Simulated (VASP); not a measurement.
Sc: electric field gradients with PBEsol

Sc:

```
Sc
1.0
     0.00000    2.22415    2.22415
     2.22415    0.00000    2.22415
     2.22415    2.22415    0.00000
Sc
1
Direct
  0.00000 0.00000 0.00000
```

This cell differs from its parent crystal: volume scaled by 0.94.

```yaml
Program: VASP 6.6.1
Task: electric field gradients
Functional: PBEsol
Potentials_or_basis: VASP PAW PBE potentials, release 64 (Sc_sv)
Cutoff: 520 eV
k_mesh: 12 × 12 × 12
Occupations: fermi-dirac, width 0.03 eV
Spin: no spin polarisation
Dipole_correction: no
Further_INCAR_settings: ALGO = Normal; EDIFF = 1e-08; NBANDS = 12
```

```yaml
Pressure: 4.2 GPa
```

Levels at points of the mesh, in eV from the Fermi level:
```tsv
k point	band 1	band 2	band 3	band 4	band 5	band 6	band 7	band 8	band 9	band 10
(0.00, 0.00, 0.00)	-48.93	-27.35	-27.35	-27.35	-5.40	1.72	1.72	1.72	3.33	3.33
(0.50, 0.00, 0.00)	-48.83	-27.94	-27.43	-27.43	-1.92	0.48	1.59	1.59	4.39	4.39
(0.50, 0.50, 0.00)	-48.80	-27.90	-27.56	-27.56	-1.79	-0.81	2.35	4.38	4.66	4.66
```

It took 9 s on 1 thread of Intel(R) Xeon(R) Platinum 8375C CPU @ 2.90GHz (Ice Lake), on a shared host, peak memory 0.15 GiB.

Caveat: without QUAD_EFG the Cq values of the log hold for a quadrupole moment of 1 mb, not for the nuclei; the PAW data sets were made with another functional, which shifts forces and pressure a little.
